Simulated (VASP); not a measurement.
Write the native input for VASP 6.6.1 that does the following.

```yaml
Task: single point
Functional: HSE06
Potentials_or_basis: VASP PAW PBE potentials, release 64 (Cd, I)
Cutoff: 400 eV
k_mesh: 6 × 6 × 2
Occupations: gaussian, width 0.01 eV
Spin: no spin polarisation
Dipole_correction: no
Grid_for_exact_exchange_PRECFOCK: Normal
Further_INCAR_settings: ALGO = Normal; EDIFF = 1e-06; NBANDS = 20
Share_of_exact_exchange: 0.25
Screening_parameter: 0.2079 1/Å
```

The system is CdI2.

```
Cd I
1.0
     4.24836    0.00000    0.00000
    -2.12418    3.67918    0.00000
     0.00000    0.00000    6.88442
Cd I
1 2
Direct
  0.00000 0.00000 0.00000
  0.33333 0.66667 0.24956
  0.66667 0.33333 0.75044
```

The input as run:

POSCAR

```
CdI2
1.0
    4.2483568949      0.0000000000      0.0000000000
   -2.1241784474      3.6791849953      0.0000000000
    0.0000000000      0.0000000000      6.8844151716
Cd I
1 2
Direct
    0.0000000000      0.0000000000      0.0000000000
    0.3333333333      0.6666666667      0.2495592320
    0.6666666667      0.3333333333      0.7504407680
```

INCAR.step1

```
PREC = Accurate
ENCUT = 400
EDIFF = 1E-5
ISMEAR = 0
SIGMA = 0.01
LREAL = F
LASPH = T
NELM = 120
ALGO = Normal
ISIF = 2
LWAVE = T
LCHARG = F
NBANDS = 20
GGA = PE
GGA_COMPAT = F
```

INCAR.step2

```
PREC = Accurate
ENCUT = 400
EDIFF = 1E-6
ISMEAR = 0
SIGMA = 0.01
LREAL = F
LASPH = T
NELM = 120
ALGO = Normal
ISIF = 2
LWAVE = F
LCHARG = F
GGA = PE
LHFCALC = T
HFSCREEN = 0.2079
PRECFOCK = Normal
NBANDS = 20
ISTART = 1
GGA_COMPAT = F
```

KPOINTS

```
regular mesh
0
Gamma
  6 6 2
```

Potentials or basis: VASP PAW PBE potentials, release 64 (Cd, I).

The run is started by

```sh
$ cat potpaw_PBE.64/Cd/POTCAR potpaw_PBE.64/I/POTCAR > POTCAR
$ cp INCAR.step1 INCAR
$ mpirun -np 1 vasp_std > vasp.out
$ cp INCAR.step2 INCAR
$ mpirun -np 1 vasp_std > vasp.out
```

It gave:

* Pressure: 0.6 GPa
* Largest force: 0.061 eV/Å
* Band gap on the k mesh: 3.35 eV (least direct gap 3.61 eV)

Caveat: the k points lie up to 0.46 Å⁻¹ apart; the PAW data sets were made with another functional, which shifts forces and pressure a little; spin-orbit coupling is left out, which moves the levels of the heavy elements; this functional lacks dispersion, which binds the layers, so the pressure and a relaxed spacing across them are unreliable.

It took 52 min on 1 thread of Intel Xeon 8259CL, with other jobs on the host, peak memory 0.32 GiB.
